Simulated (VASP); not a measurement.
A run of VASP 6.6.1 is set up as follows.

Contents of INCAR:

```
SYSTEM = Ce
ALGO = Normal
EDIFF = 1E-6
ENCUT = 520
GGA = PE
ISIF = 2
ISMEAR = 0
ISPIN = 2
LASPH = .True.
LCHARG = .False.
LMAXMIX = 6
LORBIT = 11
LREAL = .False.
LWAVE = .False.
MAGMOM = 1
NBANDS = 16
NELM = 150
PREC = Accurate
SIGMA = 0.05
```

The input KPOINTS:

```
k-points
0
Gamma
  14 14 14
  0 0 0
```

Contents of POSCAR:

```
Ce
1.0
    0.0000000000      2.5800000000      2.5800000000
    2.5800000000      0.0000000000      2.5800000000
    2.5800000000      2.5800000000      0.0000000000
Ce
1
Direct
    0.0000000000      0.0000000000      0.0000000000
```

Potentials or basis: VASP PAW PBE potentials, release 64 (Ce).

Run with:

```bash
$ cat potpaw_PBE.64/Ce/POTCAR > POTCAR
$ mpirun -np 1 vasp_std > vasp.out
```

Task: Predict the site moments.

Result: Ce +0.22 μB.

Task: Predict the net moment.

Result: 0.24 μB per cell.

Task: Predict the pressure.

Result: -6.1 GPa.

Caveat: the magnetic or orbital state may not be the lowest; the cell stands under tension. The state reached can hang on the start; a lower one may exist.
